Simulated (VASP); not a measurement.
# CaS (Oldhamite) in VASP: notebook

Runs on CaS (Oldhamite). Level: LDA. Tasks: single point, relaxation of cell and atoms, relaxation of the atoms.

All numbers are computed with VASP 6.6.1; they aren't measurements. Logs are shortened: lines on timing, memory, paths and dates and some standing lists are left out, and cuts for length are marked.

## Step 1: The cell of the first run

Symmetry: Fm-3m, No. 225, cubic system. Conventional cell: a = 5.564 Å, b = 5.564 Å, c = 5.564 Å, α = 90.00°, β = 90.00°, γ = 90.00°. Within 3.7 Å of Ca (site symmetry m-3m) lie 6 S at 2.78 Å. S (site symmetry m-3m) has 6 Ca at 2.78 Å within 3.7 Å.

## Step 2: Single point, LDA

File INCAR:

```
ALGO = Normal ; EDIFF = 1E-6
ENCUT = 500 ; GGA = CA
GGA_COMPAT = F ; ISIF = 2
ISMEAR = -1 ; LASPH = T
LCHARG = T ; LELF = T
LREAL = F ; LVHAR = T
LWAVE = F ; NBANDS = 15
NELM = 120 ; PREC = Accurate
SIGMA = 0.08
```

File KPOINTS:

```
k-points
0
Gamma
  12 12 12
```

File POSCAR:

```
CaS
1.0
    0.0000000000      2.7822163075      2.7822163075
    2.7822163075      0.0000000000      2.7822163075
    2.7822163075      2.7822163075      0.0000000000
Ca S
1 1
Direct
    0.0000000000      0.0000000000      0.0000000000
    0.5000000000      0.5000000000      0.5000000000
```

Potentials or basis: VASP PAW LDA potentials, release 64 (Ca_sv, S).

Run with:

```
> cat potpaw_LDA.64/Ca_sv/POTCAR potpaw_LDA.64/S/POTCAR > POTCAR
> mpirun -np 1 vasp_std > vasp.out
```

OUTCAR:

```text
EDIFF = 1E-6
   ENCUT = 500
   GGA = CA
   ISIF = 2
   ISMEAR = -1
   LASPH = T
   LREAL = F
   NELM = 120
   PREC = Accurate

 ion  position               nearest neighbor table
   1  0.000  0.000  0.000-   2 2.78   2 2.78   2 2.78   2 2.78   2 2.78   2 2.78
   2  0.500  0.500  0.500-   1 2.78   1 2.78   1 2.78   1 2.78   1 2.78   1 2.78

  LATTYP: Found a face centered cubic cell.
 ALAT       =     5.5644326150

  Lattice vectors:

 A1 = (   0.0000000000,   2.7822163075,   2.7822163075)
 A2 = (   2.7822163075,   0.0000000000,   2.7822163075)
 A3 = (   2.7822163075,   2.7822163075,   0.0000000000)

Analysis of symmetry for initial positions (statically):
=====================================================================
 Subroutine PRICEL returns:
 Original cell was already a primitive cell.

 Routine SETGRP: Setting up the symmetry group for a
 face centered cubic supercell.

 Subroutine GETGRP returns: Found 48 space group operations
 (whereof 48 operations were pure point group operations)
 out of a pool of 48 trial point group operations.

The static configuration has the point symmetry O_h .

Analysis of symmetry for dynamics (positions and initial velocities):
=====================================================================
 Subroutine PRICEL returns:
 Original cell was already a primitive cell.

 Routine SETGRP: Setting up the symmetry group for a
 face centered cubic supercell.

 Subroutine GETGRP returns: Found 48 space group operations
 (whereof 48 operations were pure point group operations)
 out of a pool of 48 trial point group operations.

The dynamic configuration has the point symmetry O_h .

 Subroutine INISYM returns: Found 48 space group operations
 (whereof 48 operations are pure point group operations),
 and found     1 'primitive' translations

----------------------------------------------------------------------------------------

                                     Primitive cell

  volume of cell :      43.0728

  direct lattice vectors                    reciprocal lattice vectors
     0.000000000  2.782216308  2.782216308    -0.179712842  0.179712842  0.179712842
     2.782216308  0.000000000  2.782216308     0.179712842 -0.179712842  0.179712842
     2.782216308  2.782216308  0.000000000     0.179712842  0.179712842 -0.179712842

[... 84 lines left out ...]
   LREAL  =      F    real-space projection
   EDIFFG = 0.1E-04   stopping-criterion for IOM
   NSW    =      0    number of steps for IOM
   IBRION =     -1    ionic relax: 0-MD 1-quasi-New 2-CG
   NFREE  =      0    steps in history (QN), initial steepest desc. (CG)
   ISIF   =      2    stress and relaxation
   ISYM   =      2    0-nonsym 1-usesym 2-fastsym
   POTIM  = 0.5000    time-step for ionic-motion
   TEBEG  =    0.0;   TEEND  =   0.0 temperature during run
   PSTRESS=    0.0 pullay stress
   NELECT =      16.0000    total number of electrons
   NUPDOWN=      -1.0000    fix difference up-down
   EMIN   =  10.00;   EMAX   =-10.00  energy-range for DOS
   EFERMI =   0.00;   METHOD = LEGACY
   ISMEAR =    -1;   SIGMA  =   0.08  broadening in eV -4-tet -1-fermi 0-gaus
   EFERMI_NEDOS =   21; number of points for ismear=-14 and -15
   IALGO  =     38    algorithm
   IMIX   =      4    mixing-type and parameters
     AMIX     =   0.40;   BMIX     =  1.00
     AMIX_MAG =   1.60;   BMIX_MAG =  1.00
  volume/ion in A,a.u.               =      21.54       145.33
  Fermi-wavevector in a.u.,A,eV,Ry     =   1.176831  2.223887 18.843119  1.384930
  Thomas-Fermi vector in A             =   2.313188
   LORBIT       =      0    0 simple, 1 ext, 2 COOP (PROOUT), +10 PAW based schemes
   GGA     = CA    functional components
   LHFCALC =     F    Hartree Fock is set to
   AEXX    =    0.0000 exact exchange contribution
   IVDW    =     0    specifies the selected vdW correction
   LEPSILON=     F    determine dielectric tensor
   LRPA    =     F    only Hartree local field effects (RPA)
 non-spin polarized calculation
  energy-cutoff  :      500.00
  volume of cell :       43.07
 maximum number of plane-waves:      1113
 NGX is ok and might be reduce to    30
   NGX = 15   NGY = 15   NGZ = 15

 number of electron      15.9999997 magnetization

 Free energy of the ion-electron system (eV)
  ---------------------------------------------------
  ext. energy  EPLUGINS =         0.00000000
  ---------------------------------------------------
  free energy    TOTEN  =       -11.43342215 eV

  energy without entropy =      -11.43342205  energy(sigma->0) =      -11.43342210

 E-fermi :   4.0849     XC(G=0):  -9.9976

 val. band max:        3.0809353004   @ k =   0.0000   0.0000   0.0000
 cond. band min:       5.0434738715   @ k =   0.5000   0.5000   0.0000
 fundamental gap:      1.9625385710
 Fermi energy:         4.0849205394

 k-point     1 :       0.0000    0.0000    0.0000
  band No.  band energies     occupation
      1     -35.4337      2.00000
      2     -16.7204      2.00000
      3     -16.7204      2.00000
      4     -16.7204      2.00000
      5      -8.4525      2.00000
      6       3.0809      1.99999
      7       3.0809      1.99999
      8       3.0809      1.99999
      9       7.0143      0.00000
     10       7.0143      0.00000
     11       7.0143      0.00000
     12       7.4149      0.00000
     13       7.7200      0.00000
     14       7.7200      0.00000
[... 401 lines left out ...]
      2     -16.9345      2.00000
      3     -16.7758      2.00000
      4     -16.7461      2.00000
      5      -7.4909      2.00000
      6      -0.0270      2.00000
      7       1.5051      2.00000
      8       1.7609      2.00000
      9       8.0995      0.00000
     10       8.7293      0.00000
     11       9.1453      0.00000
     12       9.9747      0.00000
     13      10.6126      0.00000
     14      11.1294      0.00000
     15      12.6814      0.00000

 [... further k-points ...]
[... 5 lines left out ...]
  --------------------------------------------------------------------------------------
  -------------------------------------------------------------------------------------
  Total        0.0647536      0.0647536      0.0647536      0.0000000      0.0000000     -0.0000000
  in kB        2.4086390      2.4086390      2.4086390      0.0000000      0.0000000     -0.0000000
  external PRESSURE =       2.4086390 kB  Pullay stress =       0.0000000 kB

 VOLUME and BASIS-vectors are now :
 -----------------------------------------------------------------------------
  energy-cutoff  :      500.00
  volume of cell :       43.07
      direct lattice vectors                 reciprocal lattice vectors
     0.000000000  2.782216308  2.782216308    -0.179712842  0.179712842  0.179712842
     2.782216308  0.000000000  2.782216308     0.179712842 -0.179712842  0.179712842
     2.782216308  2.782216308  0.000000000     0.179712842  0.179712842 -0.179712842

 POSITION                                       TOTAL-FORCE (eV/Angst)
 -----------------------------------------------------------------------------------
      0.00000      0.00000      0.00000        -0.000000      0.000000     -0.000000
      2.78222      2.78222      2.78222         0.000000      0.000000      0.000000
 -----------------------------------------------------------------------------------
    total drift:                               -0.000000      0.000000      0.000000

  FREE ENERGIE OF THE ION-ELECTRON SYSTEM (eV)
  ---------------------------------------------------
  free  energy   TOTEN  =       -11.4334221546 eV

  energy  without entropy=      -11.4334220510  energy(sigma->0) =      -11.43342210
```

OSZICAR:

```text
N       E                     dE             d eps       ncg     rms          rms(c)
DAV:   1     0.109011932671E+03    0.10901E+03   -0.76090E+03  2160   0.987E+02
DAV:   2    -0.695984211040E+01   -0.11597E+03   -0.10961E+03  2664   0.252E+02
DAV:   3    -0.115273531700E+02   -0.45675E+01   -0.45290E+01  2975   0.485E+01
DAV:   4    -0.117246423690E+02   -0.19729E+00   -0.19718E+00  3028   0.888E+00
DAV:   5    -0.117269204618E+02   -0.22781E-02   -0.22779E-02  3040   0.895E-01    0.526E+00
DAV:   6    -0.114687276301E+02    0.25819E+00   -0.34545E-01  2608   0.314E+00    0.345E+00
DAV:   7    -0.114368524679E+02    0.31875E-01   -0.82098E-02  2810   0.192E+00    0.167E+00
DAV:   8    -0.114336675997E+02    0.31849E-02   -0.12293E-02  2700   0.996E-01    0.260E-01
DAV:   9    -0.114333895190E+02    0.27808E-03   -0.84751E-04  2622   0.302E-01    0.651E-02
DAV:  10    -0.114334186942E+02   -0.29175E-04   -0.13911E-04  3224   0.861E-02    0.186E-02
DAV:  11    -0.114334221297E+02   -0.34354E-05   -0.10509E-05  2566   0.316E-02    0.574E-03
DAV:  12    -0.114334221546E+02   -0.24896E-07   -0.21848E-07  1745   0.396E-03
   1 F= -.11433422E+02 E0= -.11433422E+02  d E =-.103539E-06
```

stdout:

```text
POSCAR found type information on POSCAR CaS
 POSCAR found :  2 types and       2 ions
 scaLAPACK will be used
 LDA part: xc-table for (Slater(with rela. corr.)+CA(PZ))
 , standard interpolation
 POSCAR, INCAR and KPOINTS ok, starting setup
 FFT: planning ... GRIDC
 FFT: planning ... GRID_SOFT
 FFT: planning ... GRID
 WAVECAR not read
 entering main loop
```

Run time: 19 s. Hardware: 1 thread of Intel Xeon 6975P-C (Granite Rapids), shared host; peak memory 0.17 GiB.

Results:

```
Free energy            : -11.4334 eV
Pressure               : 0.2 GPa
Band gap on the k mesh : 1.96 eV, indirect (least direct gap 2.83 eV)
```

Levels at points of the mesh, in eV from the valence-band top:
| k point | band 5 | band 6 | band 7 | band 8 | band 9 | band 10 | band 11 | band 12 |
| --- | --- | --- | --- | --- | --- | --- | --- | --- |
| (0.00, 0.00, 0.00) | -11.53 | 0.00 | 0.00 | 0.00 | 3.93 | 3.93 | 3.93 | 4.33 |
| (0.50, 0.00, 0.00) | -10.53 | -3.43 | -1.35 | -1.35 | 5.16 | 6.11 | 6.23 | 6.23 |
| (0.50, 0.50, 0.00) | -10.82 | -2.46 | -0.87 | -0.87 | 1.96 | 5.59 | 6.12 | 6.89 |

A k mesh can miss the band edges. A hybrid or GW would open this gap; LDA tends to underestimate it.

## Step 3: Relaxation of cell and atoms, LDA

This run uses another cell than the first one, of 22.98 Å³/atom, 1.067 times its volume.

File INCAR:

```
SYSTEM = CaS
PREC = Accurate ; ENCUT = 500
EDIFF = 1E-7 ; ISMEAR = -1
SIGMA = 0.08 ; LREAL = .False.
LASPH = .True. ; NELM = 120
ALGO = Normal ; ISIF = 3
LWAVE = .False. ; LCHARG = .False.
GGA = CA ; IBRION = 2
NSW = 100 ; EDIFFG = -0.002
GGA_COMPAT = .False. ; NELMIN = 4
```

File KPOINTS:

```
regular mesh
0
Gamma
  12 12 12
  0 0 0
```

File POSCAR:

```
CaS
1.0
    0.0000000000      2.8430000000      2.8430000000
    2.8430000000      0.0000000000      2.8430000000
    2.8430000000      2.8430000000      0.0000000000
Ca S
1 1
Direct
    0.0000000000      0.0000000000      0.0000000000
    0.5000000000      0.5000000000      0.5000000000
```

Potentials or basis: VASP PAW LDA potentials, release 64 (Ca_sv, S).

Run with:

```
> cat potpaw_LDA.64/Ca_sv/POTCAR potpaw_LDA.64/S/POTCAR > POTCAR
> mpirun -np 1 vasp_std > vasp.out
```

It took 44 s on 1 thread of Intel Xeon 6975P-C (Granite Rapids), shared host; peak memory 0.18 GiB.

It converged, with:

```
Free energy                            : -11.4346 eV
Relaxed volume                         : 21.61 Å³/atom
Relaxed cell                           : a = 3.939 Å, b = 3.939 Å, c = 3.939 Å, α = 60.00°, β = 60.00°, γ = 60.00°
Space group after relaxing (to 0.05 Å) : Fm-3m (No. 225)
Energy gained by relaxing              : 16.4 meV/atom
Ionic steps                            : 3
Pressure after relaxing                : 0.0 GPa
Band gap on the k mesh                 : 1.97 eV, indirect (least direct gap 2.84 eV)
```

Step by step:
```csv
step,energy change (eV),largest force (eV/Å),pressure (GPa),volume (Å³)
1,0.0000,0.0000,-3.65,45.96
2,-0.0305,0.0000,1.09,42.57
3,-0.0327,0.0000,0.01,43.23
```

Final structure:
```
Ca S
1.0
     0.00000    2.78555    2.78555
     2.78555    0.00000    2.78555
     2.78555    2.78555    0.00000
Ca S
1 1
Direct
  0.00000 0.00000 0.00000
  0.50000 0.50000 0.50000
```

Levels at points of the mesh, in eV from the valence-band top:
```
           k point  band 4  band 5  band 6  band 7  band 8  band 9  band 10  band 11  band 12
(0.00, 0.00, 0.00)  -19.81  -11.52    0.00    0.00    0.00    3.94     3.94     3.94     4.31
(0.50, 0.00, 0.00)  -19.83  -10.52   -3.42   -1.34   -1.34    5.15     6.10     6.21     6.21
(0.50, 0.50, 0.00)  -19.88  -10.81   -2.45   -0.87   -0.87    1.97     5.58     6.10     6.88
```

A k mesh can miss the band edges. Zero-point motion and thermal expansion aren't in these numbers.

## Step 4: Relaxation of the atoms, LDA (equal xy, yz and zx engineering shears of -0.5 %)

File INCAR:

```
ALGO     = Normal         # electronic algorithm
EDIFF    = 1E-7           # SCF threshold, eV
EDIFFG   = -0.002         # ionic threshold
ENCUT    = 450            # plane-wave cutoff, eV
GGA      = CA             # functional
GGA_COMPAT= F            
IBRION   = 2              # ionic algorithm
ISIF     = 2              # what is computed and relaxed
ISMEAR   = 0              # smearing method
LASPH    = T              # aspherical terms in the spheres
LCHARG   = F              # write CHGCAR
LREAL    = F              # projectors in reciprocal space
LWAVE    = F              # write WAVECAR
NELM     = 120            # most SCF steps
NELMIN   = 4            
NSW      = 50             # ionic steps
PREC     = Accurate       # precision mode
SIGMA    = 0.01           # smearing width, eV
```

File KPOINTS:

```
k-points
0
Gamma
  6 6 6
```

File POSCAR:

```
CaS
1.0
   -0.0139110815      2.7752607667      2.7752607667
    2.7752607667     -0.0139110815      2.7752607667
    2.7752607667      2.7752607667     -0.0139110815
Ca S
1 1
Direct
    0.0000000000      0.0000000000      0.0000000000
    0.5000000000      0.5000000000      0.5000000000
```

Potentials or basis: VASP PAW LDA potentials, release 64 (Ca_sv, S).

Run with:

```
> cat potpaw_LDA.64/Ca_sv/POTCAR potpaw_LDA.64/S/POTCAR > POTCAR
> mpirun -np 1 vasp_std > vasp.out
```

OUTCAR:

```text
EDIFF = 1E-7
   EDIFFG = -0.002
   ENCUT = 450
   GGA = CA
   IBRION = 2
   ISIF = 2
   ISMEAR = 0
   LASPH = T
   LREAL = F
   NELM = 120
   NELMIN = 4
   NSW = 50
   PREC = Accurate

 ion  position               nearest neighbor table
   1  0.000  0.000  0.000-   2 2.78   2 2.78   2 2.78   2 2.78   2 2.78   2 2.78
   2  0.500  0.500  0.500-   1 2.78   1 2.78   1 2.78   1 2.78   1 2.78   1 2.78

  LATTYP: Found a trigonal (rhomboedric) cell.
 ALAT       =     3.9248360685
 COS(alpha) =     0.4949812504

  Lattice vectors:

[... 542 lines left out ...]
     10       8.9832      0.00000
     11       9.0174      0.00000
     12       9.7588      0.00000

 [... further k-points ...]
[... 5 lines left out ...]
  --------------------------------------------------------------------------------------
  -------------------------------------------------------------------------------------
  Total        0.0678731      0.0678731      0.0678731      0.0466090      0.0466090      0.0466090
  in kB        2.5247239      2.5247239      2.5247239      1.7337458      1.7337458      1.7337458
  external PRESSURE =       2.5247239 kB  Pullay stress =       0.0000000 kB

 VOLUME and BASIS-vectors are now :
 -----------------------------------------------------------------------------
  energy-cutoff  :      450.00
  volume of cell :       43.07
      direct lattice vectors                 reciprocal lattice vectors
    -0.013911082  2.775260767  2.775260767    -0.178814267  0.179715094  0.179715094
     2.775260767 -0.013911082  2.775260767     0.179715094 -0.178814267  0.179715094
     2.775260767  2.775260767 -0.013911082     0.179715094  0.179715094 -0.178814267

 POSITION                                       TOTAL-FORCE (eV/Angst)
 -----------------------------------------------------------------------------------
      0.00000      0.00000      0.00000         0.000000     -0.000000      0.000000
      2.76831      2.76831      2.76831        -0.000000      0.000000     -0.000000
 -----------------------------------------------------------------------------------
    total drift:                                0.000000      0.000000      0.000000

  FREE ENERGIE OF THE ION-ELECTRON SYSTEM (eV)
  ---------------------------------------------------
  free  energy   TOTEN  =       -11.4316479529 eV

  energy  without entropy=      -11.4316479529  energy(sigma->0) =      -11.43164795

 reached required accuracy - stopping structural energy minimisation
```

Wall time 6 s (1 thread of Intel Xeon 6975P-C (Granite Rapids), shared host); peak memory 0.14 GiB.

What came out:

- Free energy: -11.4316 eV
- Pressure after relaxing: 0.3 GPa
- Band gap on the k mesh: 1.93 eV, indirect (least direct gap 2.81 eV)

Final structure:
```
Ca S
1.0
    -0.01391    2.77526    2.77526
     2.77526   -0.01391    2.77526
     2.77526    2.77526   -0.01391
Ca S
1 1
Direct
  0.00000 0.00000 0.00000
  0.50000 0.50000 0.50000
```

Caveat: the cell differs from its parent crystal (equal xy, yz and zx engineering shears of -0.5 %); the relaxation stopped at its first step, so nothing moved. A k mesh can miss the band edges.

[end of part 1 of 2]
